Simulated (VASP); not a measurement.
A run of VASP 6.6.1:

INCAR

```
SYSTEM = Ga2HCl3
PREC = Accurate
ENCUT = 520
EDIFF = 1E-8
ISMEAR = -1
SIGMA = 0.02
LREAL = Auto
LASPH = .TRUE.
NELM = 80
ALGO = Normal
ISIF = 2
LWAVE = .FALSE.
LCHARG = .FALSE.
GGA = PE
LEFG = .TRUE.
NBANDS = 114
KPAR = 4
```

File KPOINTS:

```
Automatic mesh
0
G
  5 4 2
  0 0 0
```

The input POSCAR:

```
Ga2HCl3
1.0
    5.7300000000      0.0000000000      0.0000000000
    0.0000000000      6.7870000000      0.0000000000
   -3.7354546645      0.0000000000     14.3702419223
Ga H Cl
8 4 12
Direct
    0.9262441710      0.7667571691      0.9205967918
    0.0737558290      0.2667571691      0.5794032082
    0.0737558290      0.2332428309      0.0794032082
    0.9262441710      0.7332428309      0.4205967918
    0.6487494460      0.6848620858      0.6464394900
    0.3512505540      0.1848620858      0.8535605100
    0.3512505540      0.3151379142      0.3535605100
    0.6487494460      0.8151379142      0.1464394900
    0.8588800990      0.7958361455      1.0143522576
    0.1411199010      0.2958361455      0.4856477424
    0.1411199010      0.2041638545     -0.0143522576
    0.8588800990      0.7041638545      0.5143522576
    0.8097797338      0.4889468647      0.8434660048
    0.1902202662      0.9889468647      0.6565339952
    0.1902202662      0.5110531353      0.1565339952
    0.8097797338      0.0110531353      0.3434660048
    0.3265854143      0.7795458495      0.9355206344
    0.6734145857      0.2795458495      0.5644793656
    0.6734145857      0.2204541505      0.0644793656
    0.3265854143      0.7204541505      0.4355206344
    0.7812140586     -0.0010618945      0.8127947129
    0.2187859414      0.4989381055      0.6872052871
    0.2187859414      1.0010618945      0.1872052871
    0.7812140586      0.5010618945      0.3127947129
```

Potentials or basis: VASP PAW PBE potentials, release 64 (Ga_d, H, Cl).

The run is started by

```bash
$ cat potpaw_PBE.64/Ga_d/POTCAR potpaw_PBE.64/H/POTCAR potpaw_PBE.64/Cl/POTCAR > POTCAR
$ mpirun -np 4 vasp_std > vasp.out
```

Hardware: 4 MPI ranks on AMD EPYC 7R13 Processor (Zen 3), with other jobs on the host.

Q: Estimate the wall time of this run.

A: Wall time 10 min on 4 MPI ranks on AMD EPYC 7R13 Processor (Zen 3) (shared host), peak memory 0.99 GiB a rank. Counts: scf iterations 21, k points 18.
